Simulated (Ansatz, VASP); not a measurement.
**CdBi3O in VASP and in Ansatz**

```
CELL_PARAMETERS angstrom
3.51451 0.00000 0.00000
0.00000 3.51451 0.00000
0.00000 0.00000 11.39655
ATOMIC_POSITIONS crystal
Cd 0.00000 0.00000 0.50000
Bi 0.00000 0.00000 0.75873
Bi 0.00000 0.00000 0.24127
Bi 0.50000 0.50000 0.00000
O 0.00000 0.00000 0.00000
```

Alike in both runs: functional PBE; k mesh 4 × 4 × 4; occupations gaussian, width 0.1 eV; no spin polarisation.

Ansatz relaxed the structure, and its values are those at the end. VASP's run is a single point on that final structure, the one shown.

|  | VASP | Ansatz |
| --- | --- | --- |
| version | VASP 6.6.1 | Ansatz 0.2.0 |
| potentials or method | VASP PAW PBE potentials, release 64 (Cd, Bi_d, O), cutoff 600 eV | scalar-relativistic, plane waves, PAW |
| valence electrons in the cell | 63 | 71 |

```csv
,VASP,Ansatz,Ansatz less VASP
gap on the k mesh at the Fermi level (eV),none,none,-
pressure (GPa),0.0,0.0,+0.01
```

A gap of «none» marks a metal or a gap that the smearing closes. The functional is the same, so the differences come from potentials, cutoffs and numerics. VASP's potentials hold 63 valence electrons a cell and Ansatz's 71, so a difference there can come from the potentials and not from the codes.

The k mesh is coarse, so the values compare programs but aren't converged. Neither program's run includes spin-orbit coupling.
